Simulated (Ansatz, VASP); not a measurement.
Given: the input of a run of VASP 6.6.1 on MnO2.

File POSCAR:

```
MnO2
1.0
    2.8754964680      0.0000000000      0.0000000000
   -1.4377482340      2.4902529899      0.0000000000
    0.0000000000      0.0000000000      4.6318476229
Mn O
1 2
Direct
    0.0000000000      0.0000000000      0.5000000000
    0.3333333333      0.6666666667      0.7062925700
    0.6666666667      0.3333333333      0.2937074300
```

INCAR.step1

```
PREC = Accurate ; ENCUT = 520
ISMEAR = -1 ; SIGMA = 0.05
LREAL = False ; LASPH = True
NELM = 150 ; ISPIN = 2
MAGMOM = 4 0 0 ; LMAXMIX = 4
NBANDS = 24 ; GGA = PE
ALGO = Normal ; EDIFF = 1E-4
LWAVE = True ; LCHARG = False
```

File INCAR.step2:

```
PREC = Accurate ; ENCUT = 520
EDIFF = 1E-6 ; ISMEAR = -1
SIGMA = 0.05 ; LREAL = False
LASPH = True ; NELM = 150
ALGO = Normal ; ISIF = 2
LWAVE = False ; LCHARG = True
ISPIN = 2 ; MAGMOM = 4 0 0
LORBIT = 11 ; LMAXMIX = 4
METAGGA = R2SCAN ; LMIXTAU = True
LELF = True ; LVHAR = True
NBANDS = 24 ; ISTART = 1
```

File KPOINTS:

```
Automatic mesh
0
Gamma
  11 11 6
```

Potentials or basis: VASP PAW PBE potentials, release 64 (Mn_pv, O).

Run with:

```sh
$ cat potpaw_PBE.64/Mn_pv/POTCAR potpaw_PBE.64/O/POTCAR > POTCAR
$ cp INCAR.step1 INCAR
$ mpirun -np 1 vasp_std > vasp.out
$ cp INCAR.step2 INCAR
$ mpirun -np 1 vasp_std > vasp.out
```

Problem. Translate it to Ansatz 0.2.0. Potentials there: Ansatz PAW.

Solution. As run (the cutoff follows the program's own potentials):

input.yaml

```yaml
crystal:
  lattice:
    - [2.875496468, 0.0, 0.0]
    - [-1.437748234, 2.4902529899, 0.0]
    - [0.0, 0.0, 4.6318476229]
  atoms:
    - { symbol: Mn, position: [0.0, 0.0, 0.5], spin: 4.0 }
    - { symbol: O, position: [0.3333333333, 0.6666666667, 0.70629257] }
    - { symbol: O, position: [0.6666666667, 0.3333333333, 0.29370743] }
hamiltonian:
  xc: r2scan
  pseudopotentials: { kind: paw }
magnetization:
  spin_polarized: true
kpoints:
  mp_grid: { grid: [11, 11, 6] }
scf:
  occupations: { method: fermi_dirac, width: 0.05 }
output:
  forces: true
  stress: true
  eigenvalues: true
```

Potentials or basis: Ansatz PAW.

Launch:

```sh
$ ansatz run input.yaml --threads 1 --pin off --max-ram 3584MiB --backend cpu --events-out ev --progress --plain --runs-dir out
```

Both were run:

|  | VASP | Ansatz | Ansatz less VASP |
| --- | --- | --- | --- |
| gap on the k mesh at the Fermi level (eV) | 1.96 | 1.99 | +0.027 |
| least direct gap on the mesh (eV) | 2.07 | 2.09 | +0.029 |
| pressure (GPa) | -3.6 | -4.6 | -1.03 |
| traceless stress, the component that is largest in VASP (GPa) | 0.94 | 1.52 | +0.587 |
| rms of the force components (eV/Å) | 0.132 | 0.169 | +0.0373 |
| net moment per atom (μB) | 1.00 | 1.00 | 0.000 |
| size of the moment on the site where the two differ most (μB) | 2.96 | 2.62 | -0.340 |

VASP's potentials were made for PBE, not for r2SCAN. Site moments also hang on the region over which each program counts them. Atom by atom the forces differ by 0.037 eV/Å (rms over components). With one functional, cell and mesh, what is left measures potentials, basis and numerics. VASP's potentials hold 25 valence electrons a cell and Ansatz's 27, so a difference there can come from the potentials and not from the codes.

Noted on Ansatz's run: the magnetic or orbital state may not be the lowest; odd divisions of the mesh miss points on the zone boundary, where band edges often lie, so the gap on the mesh can be too wide.
